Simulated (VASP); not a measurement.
Input of a VASP 6.6.1 run:

The input INCAR:

```
SYSTEM = Mg
PREC = Accurate ; ENCUT = 520
EDIFF = 1E-6 ; ISMEAR = 0
SIGMA = 0.15 ; LREAL = .FALSE.
LASPH = .TRUE. ; NELM = 80
ALGO = Fast ; ISIF = 2
LWAVE = .FALSE. ; LCHARG = .TRUE.
GGA = PE ; LELF = .TRUE.
LVHAR = .TRUE. ; NBANDS = 7
```

The input KPOINTS:

```
Automatic mesh
0
G
  18 18 18
  0 0 0
```

The input POSCAR:

```
Mg
1.0
   -1.9212000000      1.9212000000      1.7730500000
    1.9212000000     -1.9212000000      1.7730500000
    1.9212000000      1.9212000000     -1.7730500000
Mg
1
Direct
    0.0000000000      0.0000000000      0.0000000000
```

Potentials or basis: VASP PAW PBE potentials, release 64 (Mg).

Launch:

```sh
$ cat potpaw_PBE.64/Mg/POTCAR > POTCAR
$ mpirun -np 1 vasp_std > vasp.out
```

Task: What does it give for the band gap on the k mesh?

Result: Zero (band 1 reaches 4.95 eV, above the bottom of band 2 at 0.70 eV).

Task: Estimate the pressure.

Result: -3.6 GPa.

Stress tensor (GPa, compression positive):
```
-3.55  0.00  0.00
 0.00 -3.55  0.00
 0.00  0.00 -3.70
```
